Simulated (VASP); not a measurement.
Wanted: the native input for a VASP 6.6.1 run.

```
Task                   : single point
Functional             : LDA
Potentials or basis    : VASP PAW LDA potentials, release 64 (Sr_sv, Cl)
Cutoff                 : 520 eV
k mesh                 : 8 × 8 × 8
Occupations            : fermi-dirac, width 0.01 eV
Spin                   : no spin polarisation
Dipole correction      : no
Further INCAR settings : ALGO = Normal; EDIFF = 1e-07; NBANDS = 19
```

The structure of SrCl2 lies in POSCAR:

```
SrCl2
1.0
    0.0000000000      3.4855000000      3.4855000000
    3.4855000000      0.0000000000      3.4855000000
    3.4855000000      3.4855000000      0.0000000000
Sr Cl
1 2
Direct
    0.0000000000      0.0000000000      0.0000000000
    0.2500000000      0.2500000000      0.2500000000
    0.7500000000      0.7500000000      0.7500000000
```

One way to write it, as run:

INCAR

```
SYSTEM = SrCl2
ALGO = Normal
EDIFF = 1E-7
ENCUT = 520
ISIF = 2
ISMEAR = -1
LASPH = .True.
LCHARG = .True.
LELF = .True.
LREAL = .False.
LVHAR = .True.
LWAVE = .False.
NBANDS = 19
NELM = 100
PREC = Accurate
SIGMA = 0.01
```

KPOINTS

```
k-points
0
Gamma
  8 8 8
  0 0 0
```

Potentials or basis: VASP PAW LDA potentials, release 64 (Sr_sv, Cl).

Run with:

```console
$ cat potpaw_LDA.64/Sr_sv/POTCAR potpaw_LDA.64/Cl/POTCAR > POTCAR
$ mpirun -np 1 vasp_std > vasp.out
```

Results of the run:

```json
{
 "Pressure": "-2.7 GPa",
 "Band gap on the k mesh": "4.89 eV (least direct gap 5.15 eV)"
}
```

It took 28 s on 1 thread of Intel(R) Xeon(R) Platinum 8488C (Sapphire Rapids), on a shared host, peak memory 0.22 GiB.
